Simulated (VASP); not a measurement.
Set up this calculation in VASP 6.6.1, as the native input.

| Quantity | Value |
| --- | --- |
| Task | single point |
| Functional | r2SCAN |
| Potentials or basis | VASP PAW PBE potentials, release 64 (Ti_sv) |
| Cutoff | 520 eV |
| k mesh | 20 × 20 × 20 |
| Occupations | gaussian, width 0.15 eV |
| Spin | no spin polarisation |
| Dipole correction | no |
| Further INCAR settings | ALGO = Normal; EDIFF = 1e-06; NBANDS = 12 |

Crystal: Ti.

```
Ti
1.0
    -1.60818    1.64100    1.64100
     1.60818   -1.64100    1.64100
     1.60818    1.64100   -1.64100
Ti
1
Direct
  0.00000 0.00000 0.00000
```

This cell differs from its parent crystal: strain -0.0200 x Voigt [1, 0, 0, 0, 0, 0].

One way to write it, as run:

POSCAR

```
Ti
1.0
   -1.6081800000      1.6410000000      1.6410000000
    1.6081800000     -1.6410000000      1.6410000000
    1.6081800000      1.6410000000     -1.6410000000
Ti
1
Direct
    0.0000000000      0.0000000000      0.0000000000
```

INCAR.step1

```
SYSTEM = Ti
ALGO = Normal
EDIFF = 1E-4
ENCUT = 520
GGA = PE
ISMEAR = 0
LASPH = .TRUE.
LCHARG = .FALSE.
LREAL = .FALSE.
LWAVE = .TRUE.
NBANDS = 12
NELM = 80
PREC = Accurate
SIGMA = 0.15
```

INCAR.step2

```
SYSTEM = Ti
ALGO = Normal
EDIFF = 1E-6
ENCUT = 520
ISIF = 2
ISMEAR = 0
ISTART = 1
LASPH = .TRUE.
LCHARG = .FALSE.
LMIXTAU = .TRUE.
LREAL = .FALSE.
LWAVE = .FALSE.
METAGGA = R2SCAN
NBANDS = 12
NELM = 80
PREC = Accurate
SIGMA = 0.15
```

KPOINTS

```
k-points
0
G
  20 20 20
  0 0 0
```

Potentials or basis: VASP PAW PBE potentials, release 64 (Ti_sv).

The run is started by

```console
$ cat potpaw_PBE.64/Ti_sv/POTCAR > POTCAR
$ cp INCAR.step1 INCAR
$ mpirun -np 1 vasp_std > vasp.out
$ cp INCAR.step2 INCAR
$ mpirun -np 1 vasp_std > vasp.out
```

Results of the run:

* Pressure: -0.4 GPa
* Band gap on the k mesh: zero (band 6 reaches 9.26 eV, above the bottom of band 7 at 7.46 eV)

Caveat: the cell differs from its parent crystal (strain -0.0200 x Voigt [1, 0, 0, 0, 0, 0]); the PAW data sets were made with another functional, which shifts forces and pressure a little.

It took 2.4 min on 1 thread of Intel(R) Xeon(R) 6975P-C (Granite Rapids), on a shared host, peak memory 0.25 GiB.
